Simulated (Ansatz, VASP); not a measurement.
# Two plane-wave programs on Sn

```xyz
1
Lattice="2.9458 0.0000 0.0000 0.0000 2.9458 0.0000 0.0000 0.0000 2.9458" Properties=species:S:1:pos:R:3 pbc="T T T"
Sn    0.0000    0.0000    0.0000
```

Alike in both runs: task single point; functional PBEsol; k mesh 12 × 12 × 12; occupations fermi-dirac, width 0.1 eV; no spin polarisation.

|  | VASP | Ansatz |
| --- | --- | --- |
| version | VASP 6.6.1 | Ansatz 0.2.0 |
| potentials or method | VASP PAW PBE potentials, release 64 (Sn_d), cutoff 520 eV | plane waves (420 eV) with PAW, scalar-relativistic |
| valence electrons in the cell | 14 | 14 |

|  | VASP | Ansatz | Ansatz less VASP |
| --- | --- | --- | --- |
| pressure (GPa) | 5.8 | 5.9 | +0.05 |

VASP's potentials were made for PBE, not for PBEsol, and Ansatz warns of the same on its side.
